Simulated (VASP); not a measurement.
Input of a VASP 6.6.1 run:

Contents of POSCAR:

```
CdS
1.0
    4.1500000000      0.0000000000      0.0000000000
   -2.0750000000      3.5940054257      0.0000000000
    0.0000000000      0.0000000000      6.7370000000
Cd S
2 2
Direct
    0.6666666667      0.3333333333      0.5000000000
    0.3333333333      0.6666666667      0.0000000000
    0.6666666667      0.3333333333      0.8750000000
    0.3333333333      0.6666666667      0.3750000000
```

The input INCAR.step1:

```
PREC = Accurate ; ENCUT = 520
EDIFF = 1E-5 ; ISMEAR = -1
SIGMA = 0.05 ; LREAL = False
LASPH = True ; NELM = 80
ALGO = Normal ; ISIF = 2
LWAVE = True ; LCHARG = False
GGA = PE ; NBANDS = 26
```

INCAR.step2

```
PREC = Accurate ; ENCUT = 520
EDIFF = 1E-6 ; ISMEAR = -1
SIGMA = 0.05 ; LREAL = False
LASPH = True ; NELM = 80
ALGO = Normal ; ISIF = 2
LWAVE = False ; LCHARG = False
METAGGA = R2SCAN ; LHFCALC = True
AEXX = 0.5 ; LMIXTAU = True
PRECFOCK = Normal ; ISTART = 1
NBANDS = 26
```

File KPOINTS:

```
Automatic mesh
0
Gamma
  4 4 2
```

Potentials or basis: VASP PAW PBE potentials, release 64 (Cd, S).

The run is started by

```sh
$ cat potpaw_PBE.64/Cd/POTCAR potpaw_PBE.64/S/POTCAR > POTCAR
$ cp INCAR.step1 INCAR
$ mpirun -np 1 vasp_std > vasp.out
$ cp INCAR.step2 INCAR
$ mpirun -np 1 vasp_std > vasp.out
```

Problem. What does it give for the band gap on the k mesh?

Solution. 4.81 eV.

Problem. What does it give for the pressure?

Solution. -0.3 GPa.

Stress tensor (GPa, compression positive):
```
-0.41  0.00  0.00
 0.00 -0.41  0.00
 0.00  0.00 -0.04
```

Caveat: the k points lie up to 0.47 Å⁻¹ apart; the PAW data sets were made with another functional, which shifts forces and pressure a little.
